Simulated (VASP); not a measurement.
# MgCd3Se4 (Cmmm) in VASP: single point with PBE

Aim: the single point of MgCd3Se4 with PBE.

All numbers are computed with VASP 6.6.1; they aren't measurements. Logs are shortened: lines on timing, memory, paths and dates and some standing lists are left out, and cuts for length are marked.

### 1 The cell of the first run

It takes space group Cmmm (No. 65, orthorhombic). Conventional cell: a = 8.089 Å, b = 11.264 Å, c = 4.070 Å, α = 90.00°, β = 90.00°, γ = 90.00°. Mg (site symmetry mmm) has 6 Se at 2.80 to 2.82 Å within 3.7 Å. Cd (site symmetry 2/m) has 6 Se at 2.82 to 2.87 Å within 3.7 Å. Within 3.7 Å of Cd (site symmetry mmm) lie 6 Se at 2.84 to 2.91 Å. Se (site symmetry m2m) has 1 Mg at 2.80 Å and 5 Cd at 2.84 to 2.87 Å within 3.7 Å. Se (site symmetry 2mm) has 4 Cd at 2.82 to 2.91 Å and 2 Mg at 2.82 Å within 3.7 Å.

The cell was built from a structure type or drawn by symmetry, and may not be a known phase.

### 2 Single point, PBE

Input file INCAR:

```
PREC = Accurate
ENCUT = 600
EDIFF = 1E-6
ISMEAR = 0
SIGMA = 0.15
LREAL = False
LASPH = True
NELM = 120
ALGO = Normal
ISIF = 2
LWAVE = False
LCHARG = False
GGA = PE
NBANDS = 41
GGA_COMPAT = False
```

Input file KPOINTS:

```
regular mesh
0
Gamma
  2 2 3
```

Input file POSCAR:

```
MgCd3Se4
1.0
    4.0445262995     -5.6322082603      0.0000000000
    4.0445262995      5.6322082603      0.0000000000
    0.0000000000      0.0000000000      4.0699862459
Mg Cd Se
1 3 4
Direct
    0.5000000000      0.5000000000      0.0000000000
    0.0000000000      0.5000000000      0.5000000000
    0.5000000000      0.0000000000      0.5000000000
    0.0000000000      0.0000000000      0.0000000000
    0.2516936813      0.7483063187      0.0000000000
    0.7420688526      0.7420688526      0.5000000000
    0.2579311474      0.2579311474      0.5000000000
    0.7483063187      0.2516936813      0.0000000000
```

Potentials or basis: VASP PAW PBE potentials, release 64 (Mg, Cd, Se).

Launch:

```console
> cat potpaw_PBE.64/Mg/POTCAR potpaw_PBE.64/Cd/POTCAR potpaw_PBE.64/Se/POTCAR > POTCAR
> mpirun -np 1 vasp_std > vasp.out
```

OUTCAR:

```text
PREC = Accurate
   ENCUT = 600
   EDIFF = 1E-6
   ISMEAR = 0
   LREAL = False
   LASPH = True
   NELM = 120
   ISIF = 2
   GGA = PE

 ion  position               nearest neighbor table
   1  0.500  0.500  0.000-   5 2.80   8 2.80   7 2.82   6 2.82   6 2.82   7 2.82
   2  0.000  0.500  0.500-   6 2.82   7 2.82   5 2.87   8 2.87   5 2.87   8 2.87
   3  0.500  0.000  0.500-   6 2.82   7 2.82   5 2.87   8 2.87   5 2.87   8 2.87
   4  0.000  0.000  0.000-   5 2.84   8 2.84   7 2.91   6 2.91   6 2.91   7 2.91
   5  0.252  0.748  0.000-   1 2.80   4 2.84   3 2.87   2 2.87   2 2.87   3 2.87
   6  0.742  0.742  0.500-   2 2.82   3 2.82   1 2.82   1 2.82   4 2.91   4 2.91
   7  0.258  0.258  0.500-   2 2.82   3 2.82   1 2.82   1 2.82   4 2.91   4 2.91
   8  0.748  0.252  0.000-   1 2.80   4 2.84   3 2.87   2 2.87   2 2.87   3 2.87

  LATTYP: Found a base centered orthorhombic cell.
 ALAT       =     8.0890525990
 B/A-ratio  =     1.3925507818
 C/A-ratio  =     0.5031474571

  Lattice vectors:

 A1 = (   4.0445262995,  -5.6322082603,   0.0000000000)
 A2 = (   4.0445262995,   5.6322082603,   0.0000000000)
 A3 = (   0.0000000000,   0.0000000000,   4.0699862459)

Analysis of symmetry for initial positions (statically):
=====================================================================
 Subroutine PRICEL returns:
 Original cell was already a primitive cell.

 Routine SETGRP: Setting up the symmetry group for a
 base centered orthorhombic supercell.

 Subroutine GETGRP returns: Found  8 space group operations
 (whereof  8 operations were pure point group operations)
 out of a pool of  8 trial point group operations.

The static configuration has the point symmetry D_2h.

Analysis of symmetry for dynamics (positions and initial velocities):
=====================================================================
 Subroutine PRICEL returns:
 Original cell was already a primitive cell.

 Routine SETGRP: Setting up the symmetry group for a
 base centered orthorhombic supercell.

 Subroutine GETGRP returns: Found  8 space group operations
 (whereof  8 operations were pure point group operations)
 out of a pool of  8 trial point group operations.

The dynamic configuration has the point symmetry D_2h.

 Subroutine INISYM returns: Found  8 space group operations
 (whereof  8 operations are pure point group operations),
 and found     1 'primitive' translations

----------------------------------------------------------------------------------------

                                     Primitive cell

  volume of cell :     185.4254

  direct lattice vectors                    reciprocal lattice vectors
     4.044526300 -5.632208260  0.000000000     0.123623872 -0.088775126  0.000000000
     4.044526300  5.632208260  0.000000000     0.123623872  0.088775126  0.000000000
     0.000000000  0.000000000  4.069986246     0.000000000  0.000000000  0.245701076

  length of vectors
     6.933971652  6.933971652  4.069986246     0.152196862  0.152196862  0.245701076

  position of ions in fractional coordinates (direct lattice)
     0.500000000  0.500000000  0.000000000
     0.000000000  0.500000000  0.500000000
     0.500000000  0.000000000  0.500000000
     0.000000000  0.000000000  0.000000000
     0.251693681  0.748306319  0.000000000
     0.742068853  0.742068853  0.500000000
     0.257931147  0.257931147  0.500000000
     0.748306319  0.251693681  0.000000000

  ion indices of the primitive-cell ions
   primitive index   ion index
                 1           1
                 2           2
                 3           3
                 4           4
                 5           5
                 6           6
                 7           7
                 8           8

----------------------------------------------------------------------------------------

 KPOINTS: regular mesh

Automatic generation of k-mesh.
 Grid dimensions read from file:
 generate k-points for:    2    2    3

 Generating k-lattice:

  Cartesian coordinates                     Fractional coordinates (reciprocal lattice)
     0.061811936 -0.044387563  0.000000000     0.500000000  0.000000000  0.000000000
     0.061811936  0.044387563  0.000000000     0.000000000  0.500000000  0.000000000
     0.000000000  0.000000000  0.081900359     0.000000000  0.000000000  0.333333333

  Length of vectors
     0.076098431  0.076098431  0.081900359

  Shift w.r.t. Gamma in fractional coordinates (k-lattice)
     0.000000000  0.000000000  0.000000000

 Subroutine IBZKPT returns following result:
 ===========================================

 Found      6 irreducible k-points:

 Following reciprocal coordinates:
            Coordinates               Weight
  0.000000  0.000000  0.000000      1.000000
  0.500000  0.000000  0.000000      2.000000
  0.500000  0.500000  0.000000      1.000000
  0.000000  0.000000  0.333333      2.000000
  0.500000  0.000000  0.333333      4.000000
  0.500000  0.500000  0.333333      2.000000
   k-points           NKPTS =      6   k-points in BZ     NKDIM =      6   number of bands    NBANDS=     41
   number of dos      NEDOS =    301   number of ions     NIONS =      8
   total plane-waves  NPLWV = 112896
   dimension x,y,z NGX =    56 NGY =   56 NGZ =   36
   dimension x,y,z NGXF=   112 NGYF=  112 NGZF=   72
   ions per type =               1   3   4
   NGX,Y,Z   is equivalent  to a cutoff of  13.43, 13.43, 14.70 a.u.
   NGXF,Y,Z  is equivalent  to a cutoff of  26.85, 26.85, 29.41 a.u.
 SYSTEM =  unknown system
   PREC   = accura    normal or accurate (medium, high low for compatibility)
   ISTART =      0    job   : 0-new  1-cont  2-samecut
   ICHARG =      2    charge: 1-file 2-atom 10-const
   ISPIN  =      1    spin polarized calculation?
   LNONCOLLINEAR =      F non collinear calculations
   LSORBIT =      F    spin-orbit coupling
   LASPH  =      T    aspherical Exc in radial PAW
   ENCUT  =  600.0 eV  44.10 Ry    6.64 a.u.  13.85 13.85  8.13*2*pi/ulx,y,z
   NELM   =    120;   NELMIN=  2; NELMDL= -5     # of ELM steps
   EDIFF  = 0.1E-05   stopping-criterion for ELM
   LREAL  =      F    real-space projection
   EDIFFG = 0.1E-04   stopping-criterion for IOM
   NSW    =      0    number of steps for IOM
   IBRION =     -1    ionic relax: 0-MD 1-quasi-New 2-CG
   NFREE  =      0    steps in history (QN), initial steepest desc. (CG)
   ISIF   =      2    stress and relaxation
   ISYM   =      2    0-nonsym 1-usesym 2-fastsym
   POTIM  = 0.5000    time-step for ionic-motion
   TEBEG  =    0.0;   TEEND  =   0.0 temperature during run
   PSTRESS=    0.0 pullay stress
   NELECT =      62.0000    total number of electrons
   NUPDOWN=      -1.0000    fix difference up-down
   EMIN   =  10.00;   EMAX   =-10.00  energy-range for DOS
   EFERMI =   0.00;   METHOD = LEGACY
   ISMEAR =     0;   SIGMA  =   0.15  broadening in eV -4-tet -1-fermi 0-gaus
   EFERMI_NEDOS =   21; number of points for ismear=-14 and -15
   IALGO  =     38    algorithm
   IMIX   =      4    mixing-type and parameters
     AMIX     =   0.40;   BMIX     =  1.00
     AMIX_MAG =   1.60;   BMIX_MAG =  1.00
  volume/ion in A,a.u.               =      23.18       156.41
  Fermi-wavevector in a.u.,A,eV,Ry     =   1.136272  2.147243 17.566672  1.291114
  Thomas-Fermi vector in A             =   2.272977
   LORBIT       =      0    0 simple, 1 ext, 2 COOP (PROOUT), +10 PAW based schemes
   GGA     = PE    functional components
   LHFCALC =     F    Hartree Fock is set to
   AEXX    =    0.0000 exact exchange contribution
   IVDW    =     0    specifies the selected vdW correction
   LEPSILON=     F    determine dielectric tensor
   LRPA    =     F    only Hartree local field effects (RPA)
 non-spin polarized calculation
 Gauss-broadening in eV      SIGMA  =   0.15
  energy-cutoff  :      600.00
  volume of cell :      185.43
 maximum number of plane-waves:      6210
 NGX is ok and might be reduce to    56
   NGX = 27   NGY = 27   NGZ = 17

 number of electron      62.0000018 magnetization

 Free energy of the ion-electron system (eV)
  ---------------------------------------------------
  ext. energy  EPLUGINS =         0.00000000
  ---------------------------------------------------
  free energy    TOTEN  =       -22.69431862 eV

  energy without entropy =      -22.67489979  energy(sigma->0) =      -22.68460920

 E-fermi :   2.4950     XC(G=0):  -9.8190

 val. band max:        2.3886619483   @ k =   0.0000   0.0000   0.0000
 cond. band min:       2.5222548566   @ k =   0.0000   0.0000   0.0000
 fundamental gap:      0.1335929082
 Fermi energy:         2.4950135967

 k-point     1 :       0.0000    0.0000    0.0000
  band No.  band energies     occupation
      1     -10.4356      2.00000
      2      -9.5417      2.00000
      3      -9.5078      2.00000
      4      -9.4889      2.00000
      5      -5.6831      2.00000
      6      -5.6533      2.00000
[... 33 lines left out ...]
     40       7.9285      0.00000
     41       8.4891      0.00000

 k-point     2 :       0.5000    0.0000    0.0000
  band No.  band energies     occupation
      1     -10.0340      2.00000
      2     -10.0067      2.00000
      3      -9.5681      2.00000
      4      -9.4759      2.00000
      5      -5.6070      2.00000
      6      -5.6013      2.00000
[... 33 lines left out ...]
     40       9.0429      0.00000
     41       9.1374      0.00000

 k-point     3 :       0.5000    0.5000    0.0000
  band No.  band energies     occupation
      1      -9.9684      2.00000
      2      -9.8896      2.00000
      3      -9.6495      2.00000
      4      -9.5929      2.00000
      5      -5.6140      2.00000
      6      -5.5980      2.00000
[... 33 lines left out ...]
     40       8.6289      0.00000
     41       8.6970      0.00000

 k-point     4 :       0.0000    0.0000    0.3333
  band No.  band energies     occupation
      1      -9.9841      2.00000
      2      -9.5287      2.00000
      3      -9.4851      2.00000
      4      -9.4040      2.00000
      5      -5.6047      2.00000
      6      -5.5890      2.00000
[... 33 lines left out ...]
     40       8.8403      0.00000
     41       9.2331      0.00000

 k-point     5 :       0.5000    0.0000    0.3333
  band No.  band energies     occupation
      1      -9.7642      2.00000
      2      -9.7226      2.00000
      3      -9.4731      2.00000
      4      -9.4595      2.00000
      5      -5.5772      2.00000
      6      -5.5767      2.00000
[... 33 lines left out ...]
     40       8.8601      0.00000
     41       8.9426      0.00000

 k-point     6 :       0.5000    0.5000    0.3333
  band No.  band energies     occupation
      1      -9.6446      2.00000
      2      -9.6417      2.00000
      3      -9.5791      2.00000
      4      -9.5587      2.00000
      5      -5.6504      2.00000
      6      -5.6123      2.00000
[... 33 lines left out ...]
     40       8.3905      0.00000
     41       8.4894      0.00000

------------------------ aborting loop because EDIFF is reached ----------------------------------------

  FORCE on cell =-STRESS in cart. coord.  units (eV):
  Direction    XX          YY          ZZ          XY          YZ          ZX
  --------------------------------------------------------------------------------------
  -------------------------------------------------------------------------------------
  Total        0.2473501     -0.3608045      0.1776623      0.0000000      0.0000000      0.0000000
  in kB        2.1372406     -3.1175489      1.5351000      0.0000000      0.0000000      0.0000000
  external PRESSURE =       0.1849306 kB  Pullay stress =       0.0000000 kB

 VOLUME and BASIS-vectors are now :
 -----------------------------------------------------------------------------
  energy-cutoff  :      600.00
  volume of cell :      185.43
      direct lattice vectors                 reciprocal lattice vectors
     4.044526300 -5.632208260  0.000000000     0.123623872 -0.088775126  0.000000000
     4.044526300  5.632208260  0.000000000     0.123623872  0.088775126  0.000000000
     0.000000000  0.000000000  4.069986246     0.000000000  0.000000000  0.245701076

 POSITION                                       TOTAL-FORCE (eV/Angst)
 -----------------------------------------------------------------------------------
      4.04453      0.00000      0.00000         0.000000     -0.000000     -0.000000
      2.02226      2.81610      2.03499         0.000000     -0.000000     -0.000000
      2.02226     -2.81610      2.03499        -0.000000     -0.000000     -0.000000
      0.00000      0.00000      0.00000        -0.000000     -0.000000     -0.000000
      4.04453      2.79703      0.00000         0.000000     -0.039571      0.000000
      6.00263      0.00000      2.03499        -0.089997     -0.000000     -0.000000
      2.08642      0.00000      2.03499         0.089997     -0.000000     -0.000000
      4.04453     -2.79703      0.00000         0.000000      0.039571     -0.000000
 -----------------------------------------------------------------------------------
    total drift:                                0.000000     -0.000000     -0.000000

  FREE ENERGIE OF THE ION-ELECTRON SYSTEM (eV)
  ---------------------------------------------------
  free  energy   TOTEN  =       -22.6943186218 eV

  energy  without entropy=      -22.6748997850  energy(sigma->0) =      -22.68460920
```

It took 34 s on 1 thread of Intel Xeon 6975P-C (Granite Rapids), shared host; peak memory 0.34 GiB.

Results:

```
Free energy            : -22.6943 eV
Pressure               : 0.0 GPa
Largest force          : 0.090 eV/Å
Band gap on the k mesh : 0.13 eV
```

Forces on the atoms (eV/Å):
```
Mg   0.000  0.000  0.000
Cd   0.000  0.000  0.000
Cd   0.000  0.000  0.000
Cd   0.000  0.000  0.000
Se   0.000 -0.040  0.000
Se  -0.090  0.000  0.000
Se   0.090  0.000  0.000
Se   0.000  0.040  0.000
```

Stress tensor (GPa, compression positive):
```
 0.21  0.00  0.00
 0.00 -0.31  0.00
 0.00  0.00  0.15
```

Levels at points of the mesh, in eV from the valence-band top:
```
           k point  band 27  band 28  band 29  band 30  band 31  band 32  band 33  band 34  band 35  band 36
(0.00, 0.00, 0.00)    -0.43    -0.41    -0.38    -0.14     0.00     0.13     0.69     3.16     3.19     4.99
(0.50, 0.00, 0.00)    -1.20    -0.45    -0.42    -0.23    -0.19     2.06     2.29     2.99     3.19     5.81
(0.50, 0.50, 0.00)    -1.25    -1.21    -1.13    -0.60    -0.10     2.63     2.75     3.78     4.03     5.17
```

Caveat: the k points lie up to 0.51 Å⁻¹ apart.
